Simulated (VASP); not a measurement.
Runs of VASP 6.6.1 on MoS. The structure is that of space group F-43m (No. 216), or close to it. The cells are those of the table. 

```tsv
cell	gap on the mesh (eV)	pressure (GPa)	moment (μB)
a = 4.259 Å, angles 60.0°, 2 atoms	none	-3.0	4.00
a = 4.204 Å, angles 60.0°, 2 atoms	none	-0.9	4.00
a = 4.339 Å, angles 60.0°, 2 atoms	none	(b)	4.00
a = 4.442 Å, angles 60.0°, 2 atoms	none	-7.4	4.00
a = 4.147 Å, angles 60.0°, 2 atoms	none	1.8	4.00
a = 4.088 Å, angles 60.0°, 2 atoms	none	(a)	4.00
```

Alike in all rows: task single point; level r2SCAN+U; potentials or basis VASP PAW PBE potentials, release 64 (Mo_sv, S); spin collinear; Mo d U = 4.38 eV; k mesh 12 × 12 × 12; cutoff (eV) 520; smearing gaussian 0.1 eV.

**Question.** Estimate the missing entries.

**Answer.** (a) 5.1; (b) -5.3.

Caveats: the PAW data sets were made with another functional, which shifts forces and pressure a little; the cell stands under tension (at least some runs); the cell stands under pressure (at least some runs).

A k mesh can miss the band edges, and the runs leave out spin-orbit coupling on Mo.

A gap of «none» marks levels without a gap at the run's occupations.
